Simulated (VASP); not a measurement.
# TiC: single point with PBE

TiC:

```
Ti C
1.0
     0.00000    2.16641    2.16641
     2.16641    0.00000    2.16641
     2.16641    2.16641    0.00000
Ti C
1 1
Cartesian
  0.0000 0.0000 0.0000
  2.1664 2.1664 2.1664
```

| Quantity | Value |
| --- | --- |
| Program | VASP 6.6.1 |
| Task | single point |
| Functional | PBE |
| Potentials or basis | VASP PAW PBE potentials, release 64 (Ti_sv, C) |
| Cutoff | 520 eV |
| k mesh | 16 × 16 × 16 |
| Occupations | gaussian, width 0.1 eV |
| Spin | no spin polarisation |
| Dipole correction | no |
| Further INCAR settings | ALGO = Normal; EDIFF = 1e-06; NBANDS = 15 |

- Pressure: 0.2 GPa
- Band gap on the k mesh: zero (band 8 reaches 10.09 eV, above the bottom of band 9 at 9.00 eV)

Levels at points of the mesh, in eV from the Fermi level:
| k point | band 5 | band 6 | band 7 | band 8 | band 9 | band 10 | band 11 | band 12 |
| --- | --- | --- | --- | --- | --- | --- | --- | --- |
| (0.00, 0.00, 0.00) | -12.39 | 0.70 | 0.70 | 0.70 | 1.68 | 1.68 | 1.68 | 1.72 |
| (0.50, 0.00, 0.00) | -8.91 | -5.83 | -2.88 | -2.88 | 2.92 | 2.92 | 4.10 | 8.15 |
| (0.50, 0.50, 0.00) | -10.10 | -3.42 | -1.61 | -0.03 | -0.03 | 2.71 | 3.52 | 3.52 |

Run time: 41 s on 1 thread of Intel(R) Xeon(R) Platinum 8259CL CPU @ 2.50GHz (Skylake/Cascade Lake), on a shared host, peak memory 0.17 GiB.
